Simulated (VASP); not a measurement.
# ZnS (F-43m) in VASP: further runs, part 3 of 3

VASP 6.6.1. The steps go on from the part before.

### 4 Single point, PBEsol

This run uses another cell than the first one, of 17.37 Å³/atom, 1.039 times its volume.

INCAR reads:

```
SYSTEM = ZnS
PREC = Accurate
ENCUT = 520
EDIFF = 1E-6
ISMEAR = 0
SIGMA = 0.01
LREAL = .FALSE.
LASPH = .TRUE.
NELM = 100
ALGO = Normal
ISIF = 2
LWAVE = .FALSE.
LCHARG = .FALSE.
GGA = PS
NBANDS = 16
```

KPOINTS reads:

```
regular mesh
0
G
  8 8 8
  0 0 0
```

POSCAR reads:

```
ZnS
1.0
    0.0000000000      2.5896985890      2.5896985890
    2.5896985890      0.0000000000      2.5896985890
    2.5896985890      2.5896985890      0.0000000000
Zn S
1 1
Direct
    0.7500000000      0.7500000000      0.7500000000
    0.0000000000      0.0000000000      0.0000000000
```

Potentials or basis: VASP PAW PBE potentials, release 64 (Zn, S).

Command:

```
cat potpaw_PBE.64/Zn/POTCAR potpaw_PBE.64/S/POTCAR > POTCAR
mpirun -np 1 vasp_std > vasp.out
```

OUTCAR:

```text
SYSTEM = ZnS
   PREC = Accurate
   ENCUT = 520
   EDIFF = 1E-6
   ISMEAR = 0
   LREAL = .FALSE.
   LASPH = .TRUE.
   NELM = 100
   ISIF = 2
   GGA = PS

 ion  position               nearest neighbor table
   1  0.750  0.750  0.750-   2 2.24   2 2.24   2 2.24   2 2.24
   2  0.000  0.000  0.000-   1 2.24   1 2.24   1 2.24   1 2.24

  LATTYP: Found a face centered cubic cell.
 ALAT       =     5.1793971780

  Lattice vectors:

 A1 = (   0.0000000000,   2.5896985890,   2.5896985890)
 A2 = (   2.5896985890,   0.0000000000,   2.5896985890)
 A3 = (   2.5896985890,   2.5896985890,   0.0000000000)

Analysis of symmetry for initial positions (statically):
=====================================================================
 Subroutine PRICEL returns:
 Original cell was already a primitive cell.

 Routine SETGRP: Setting up the symmetry group for a
 face centered cubic supercell.

 Subroutine GETGRP returns: Found 24 space group operations
 (whereof 24 operations were pure point group operations)
 out of a pool of 48 trial point group operations.

The static configuration has the point symmetry T_d .

Analysis of symmetry for dynamics (positions and initial velocities):
=====================================================================
 Subroutine PRICEL returns:
 Original cell was already a primitive cell.

 Routine SETGRP: Setting up the symmetry group for a
 face centered cubic supercell.

 Subroutine GETGRP returns: Found 24 space group operations
 (whereof 24 operations were pure point group operations)
 out of a pool of 48 trial point group operations.

The dynamic configuration has the point symmetry T_d .

 Subroutine INISYM returns: Found 24 space group operations
 (whereof 24 operations are pure point group operations),
 and found     1 'primitive' translations

----------------------------------------------------------------------------------------

                                     Primitive cell

  volume of cell :      34.7358

  direct lattice vectors                    reciprocal lattice vectors
     0.000000000  2.589698589  2.589698589    -0.193072662  0.193072662  0.193072662
     2.589698589  0.000000000  2.589698589     0.193072662 -0.193072662  0.193072662
     2.589698589  2.589698589  0.000000000     0.193072662  0.193072662 -0.193072662

  length of vectors
     3.662386867  3.662386867  3.662386867     0.334411660  0.334411660  0.334411660

  position of ions in fractional coordinates (direct lattice)
     0.750000000  0.750000000  0.750000000
     0.000000000  0.000000000  0.000000000

  ion indices of the primitive-cell ions
   primitive index   ion index
                 1           1
                 2           2

----------------------------------------------------------------------------------------

 KPOINTS: regular mesh

Automatic generation of k-mesh.
 Grid dimensions read from file:
 generate k-points for:    8    8    8

 Generating k-lattice:

  Cartesian coordinates                     Fractional coordinates (reciprocal lattice)
    -0.024134083  0.024134083  0.024134083     0.125000000  0.000000000  0.000000000
     0.024134083 -0.024134083  0.024134083     0.000000000  0.125000000  0.000000000
     0.024134083  0.024134083 -0.024134083     0.000000000  0.000000000  0.125000000

  Length of vectors
     0.041801457  0.041801457  0.041801457

  Shift w.r.t. Gamma in fractional coordinates (k-lattice)
     0.000000000  0.000000000  0.000000000

 Subroutine IBZKPT returns following result:
 ===========================================

 Found     29 irreducible k-points:

 Following reciprocal coordinates:
            Coordinates               Weight
  0.000000  0.000000  0.000000      1.000000
  0.125000  0.000000  0.000000      8.000000
  0.250000  0.000000  0.000000      8.000000
  0.375000  0.000000  0.000000      8.000000
  0.500000  0.000000  0.000000      4.000000
  0.125000  0.125000  0.000000      6.000000
[... 16 lines left out ...]
  0.500000  0.250000  0.125000     48.000000
 -0.375000  0.250000  0.125000     24.000000
 [... further k-points ...]
   k-points           NKPTS =     29   k-points in BZ     NKDIM =     29   number of bands    NBANDS=     16
   number of dos      NEDOS =    301   number of ions     NIONS =      2
   total plane-waves  NPLWV =  21952
   dimension x,y,z NGX =    28 NGY =   28 NGZ =   28
   dimension x,y,z NGXF=    56 NGYF=   56 NGZF=   56
   ions per type =               1   1
   NGX,Y,Z   is equivalent  to a cutoff of  12.71, 12.71, 12.71 a.u.
   NGXF,Y,Z  is equivalent  to a cutoff of  25.42, 25.42, 25.42 a.u.
 SYSTEM =  ZnS
   PREC   = accura    normal or accurate (medium, high low for compatibility)
   ISTART =      0    job   : 0-new  1-cont  2-samecut
   ICHARG =      2    charge: 1-file 2-atom 10-const
   ISPIN  =      1    spin polarized calculation?
   LNONCOLLINEAR =      F non collinear calculations
   LSORBIT =      F    spin-orbit coupling
   LASPH  =      T    aspherical Exc in radial PAW
   ENCUT  =  520.0 eV  38.22 Ry    6.18 a.u.   6.81  6.81  6.81*2*pi/ulx,y,z
   NELM   =    100;   NELMIN=  2; NELMDL= -5     # of ELM steps
   EDIFF  = 0.1E-05   stopping-criterion for ELM
   LREAL  =      F    real-space projection
   EDIFFG = 0.1E-04   stopping-criterion for IOM
   NSW    =      0    number of steps for IOM
   IBRION =     -1    ionic relax: 0-MD 1-quasi-New 2-CG
   NFREE  =      0    steps in history (QN), initial steepest desc. (CG)
   ISIF   =      2    stress and relaxation
   ISYM   =      2    0-nonsym 1-usesym 2-fastsym
   POTIM  = 0.5000    time-step for ionic-motion
   TEBEG  =    0.0;   TEEND  =   0.0 temperature during run
   PSTRESS=    0.0 pullay stress
   NELECT =      18.0000    total number of electrons
   NUPDOWN=      -1.0000    fix difference up-down
   EMIN   =  10.00;   EMAX   =-10.00  energy-range for DOS
   EFERMI =   0.00;   METHOD = LEGACY
   ISMEAR =     0;   SIGMA  =   0.01  broadening in eV -4-tet -1-fermi 0-gaus
   EFERMI_NEDOS =   21; number of points for ismear=-14 and -15
   IALGO  =     38    algorithm
   IMIX   =      4    mixing-type and parameters
     AMIX     =   0.40;   BMIX     =  1.00
     AMIX_MAG =   1.60;   BMIX_MAG =  1.00
  volume/ion in A,a.u.               =      17.37       117.20
  Fermi-wavevector in a.u.,A,eV,Ry     =   1.314942  2.484879 23.525443  1.729071
  Thomas-Fermi vector in A             =   2.445159
   LORBIT       =      0    0 simple, 1 ext, 2 COOP (PROOUT), +10 PAW based schemes
   GGA     = PS    functional components
   LHFCALC =     F    Hartree Fock is set to
   AEXX    =    0.0000 exact exchange contribution
   IVDW    =     0    specifies the selected vdW correction
   LEPSILON=     F    determine dielectric tensor
   LRPA    =     F    only Hartree local field effects (RPA)
 non-spin polarized calculation
 Gauss-broadening in eV      SIGMA  =   0.01
  energy-cutoff  :      520.00
  volume of cell :       34.74
 maximum number of plane-waves:       950
   NGX = 13   NGY = 13   NGZ = 13

 number of electron      17.9999987 magnetization

 Free energy of the ion-electron system (eV)
  ---------------------------------------------------
  ext. energy  EPLUGINS =         0.00000000
  ---------------------------------------------------
  free energy    TOTEN  =        -7.47770756 eV

  energy without entropy =       -7.47770756  energy(sigma->0) =       -7.47770756

 E-fermi :   3.3460     XC(G=0): -10.4599

 val. band max:        3.2978875331   @ k =   0.0000   0.0000   0.0000
 cond. band min:       5.8442920147   @ k =   0.0000   0.0000   0.0000
 fundamental gap:      2.5464044815
 Fermi energy:         3.3459873685

 k-point     1 :       0.0000    0.0000    0.0000
  band No.  band energies     occupation
      1     -10.8394      2.00000
      2      -3.6860      2.00000
      3      -3.6860      2.00000
      4      -3.6860      2.00000
      5      -3.0251      2.00000
      6      -3.0251      2.00000
[... 8 lines left out ...]
     15      15.1710      0.00000
     16      15.6512      0.00000

 k-point     2 :       0.1250    0.0000    0.0000
  band No.  band energies     occupation
      1     -10.6930      2.00000
      2      -3.6991      2.00000
      3      -3.6587      2.00000
      4      -3.6587      2.00000
      5      -3.0279      2.00000
      6      -3.0279      2.00000
[... 8 lines left out ...]
     15      14.4836      0.00000
     16      16.3623      0.00000
[... 387 lines left out ...]
      5      -3.0093      2.00000
      6      -2.9449      2.00000
[... 8 lines left out ...]
     15      17.5989      0.00000
     16      18.0915      0.00000

 k-point    24 :      -0.3750    0.2500    0.1250
  band No.  band energies     occupation
      1      -9.4384      2.00000
      2      -3.5486      2.00000
      3      -3.4586      2.00000
      4      -3.1499      2.00000
      5      -3.0131      2.00000
      6      -2.6986      2.00000
[... 8 lines left out ...]
     15      17.1045      0.00000
     16      18.1251      0.00000

 [... further k-points ...]
[... 5 lines left out ...]
  --------------------------------------------------------------------------------------
  -------------------------------------------------------------------------------------
  Total        2.2134590      2.2134590      2.2134590     -0.0000000      0.0000000     -0.0000000
  in kB      102.0949829    102.0949829    102.0949829     -0.0000000      0.0000000     -0.0000000
  external PRESSURE =     102.0949829 kB  Pullay stress =       0.0000000 kB

 VOLUME and BASIS-vectors are now :
 -----------------------------------------------------------------------------
  energy-cutoff  :      520.00
  volume of cell :       34.74
      direct lattice vectors                 reciprocal lattice vectors
     0.000000000  2.589698589  2.589698589    -0.193072662  0.193072662  0.193072662
     2.589698589  0.000000000  2.589698589     0.193072662 -0.193072662  0.193072662
     2.589698589  2.589698589  0.000000000     0.193072662  0.193072662 -0.193072662

 POSITION                                       TOTAL-FORCE (eV/Angst)
 -----------------------------------------------------------------------------------
      3.88455      3.88455      3.88455         0.000000      0.000000      0.000000
      0.00000      0.00000      0.00000        -0.000000     -0.000000     -0.000000
 -----------------------------------------------------------------------------------
    total drift:                                0.000002      0.000002      0.000001

  FREE ENERGIE OF THE ION-ELECTRON SYSTEM (eV)
  ---------------------------------------------------
  free  energy   TOTEN  =        -7.4777075649 eV

  energy  without entropy=       -7.4777075649  energy(sigma->0) =       -7.47770756
```

stdout:

```text
POSCAR found type information on POSCAR ZnS
 POSCAR found :  2 types and       2 ions
 scaLAPACK will be used
 -----------------------------------------------------------------------------
|                                                                             |
|                                                                             |
|     You enforced a specific xc type in the INCAR file but a different       |
|     I HOPE YOU KNOW WHAT YOU ARE DOING!                                     |
|                                                                             |
 -----------------------------------------------------------------------------

 LDA part: xc-table for (Slater+PW92), standard interpolation
 POSCAR, INCAR and KPOINTS ok, starting setup
 FFT: planning ... GRIDC
 FFT: planning ... GRID_SOFT
 FFT: planning ... GRID
 WAVECAR not read
 entering main loop
```

It took 24 s on 1 thread of Intel Xeon 8259CL, shared host; peak memory 0.16 GiB.

Results:

```
Free energy            : -7.4777 eV
Pressure               : 10.2 GPa
Band gap on the k mesh : 2.55 eV, direct
```

Caveat: the PAW data sets were made with another functional, which shifts forces and pressure a little.

### 5 Summary

| cell | gap on the mesh (eV) | pressure (GPa) |
| --- | --- | --- |
| a = 3.616 Å, angles 60.0°, 2 atoms | 2.72 | 15.3 |
| a = 3.694 Å, angles 60.0°, 2 atoms | 2.43 | 7.3 |
| a = 3.662 Å, angles 60.0°, 2 atoms | 2.55 | 10.2 |

Alike in all rows: task single point; level PBEsol; potentials or basis VASP PAW PBE potentials, release 64 (Zn, S); no spin polarisation; k mesh 8 × 8 × 8; cutoff (eV) 520; smearing gaussian 0.01 eV.

Caveats: the PAW data sets were made with another functional, which shifts forces and pressure a little.

Absolute energies hang on the potentials; compare differences alone.
